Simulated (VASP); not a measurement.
C (a cell with a defect): single point with PBEsol

System: C (a cell with a defect).

```
C
1.0
     0.00000    3.55380   -3.55380
    -3.55380    0.00000   -3.55380
    -3.55380    3.55380    0.00000
C
15
Direct
  0.25000 0.75000 0.25000
  0.75000 0.25000 0.25000
  0.25000 0.25000 0.25000
  0.75000 0.75000 0.75000
  0.25000 0.75000 0.75000
  0.75000 0.25000 0.75000
  0.25000 0.25000 0.75000
  0.87500 0.37500 0.37500
  0.37500 0.37500 0.37500
  0.82812 0.82812 0.32812
  0.37500 0.87500 0.37500
  0.87500 0.37500 0.87500
  0.37500 0.37500 0.87500
  0.87500 0.87500 0.87500
  0.37500 0.87500 0.87500
```

This cell differs from its parent crystal: atoms taken out, atom 10 moved 0.375 of the way to it and +0.000 Å across, host rigid.

```json
{"Program": "VASP 6.6.1", "Task": "single point", "Functional": "PBEsol", "Potentials or basis": "VASP PAW PBE potentials, release 64 (C)", "Cutoff": "520 eV", "k mesh": "6 × 6 × 6", "Occupations": "gaussian, width 0.05 eV", "Spin": "no spin polarisation", "Dipole correction": "no", "Further INCAR settings": "LREAL = Auto; ALGO = Normal; EDIFF = 1e-07; NBANDS = 43"}
```

```yaml
Pressure: -11.6 GPa
Largest_force: 3.879 eV/Å
Band_gap_on_the_k_mesh: zero (bands 30 and 31 overlap by 2.95 eV)
```

Forces in eV/Å, atoms in the order of the input:
```
C    2.326  0.170 -0.170
C   -0.170 -2.326 -0.170
C   -0.124  0.124 -0.566
C   -0.170  0.170  2.326
C   -0.124  0.566 -0.124
C   -0.566  0.124 -0.124
C   -0.028  0.028 -0.028
C    1.856  2.696  1.856
C    0.037 -0.037 -0.092
C   -2.240  2.240 -2.240
C   -2.696 -1.856  1.856
C   -0.092 -0.037  0.037
C    0.096 -0.096  0.096
C    1.856 -1.856 -2.696
C    0.037  0.092  0.037
```

Stress tensor (GPa, compression positive):
```
-11.60  13.90 -13.90
 13.90 -11.60  13.90
-13.90  13.90 -11.60
```

Levels at points of the mesh, in eV from the Fermi level:
| k point | band 28 | band 29 | band 30 | band 31 | band 32 | band 33 |
| --- | --- | --- | --- | --- | --- | --- |
| (0.00, 0.00, 0.00) | -1.47 | -1.24 | 2.73 | 2.73 | 2.79 | 3.63 |
| (0.50, 0.00, 0.00) | -2.53 | -1.99 | -1.96 | 2.07 | 2.45 | 4.26 |
| (0.50, 0.50, 0.50) | -1.45 | -0.79 | -0.79 | 0.41 | 0.41 | 6.03 |
| (0.50, 0.50, 0.00) | -3.36 | -1.82 | -1.69 | -0.21 | 1.80 | 3.78 |

Wall time 9.4 min on 1 thread of Intel Xeon 8259CL, on a shared host, peak memory 0.26 GiB.

Caveat: the cell differs from its parent crystal (atoms taken out, atom 10 moved 0.375 of the way to it and +0.000 Å across, host rigid); the PAW data sets were made with another functional, which shifts forces and pressure a little.
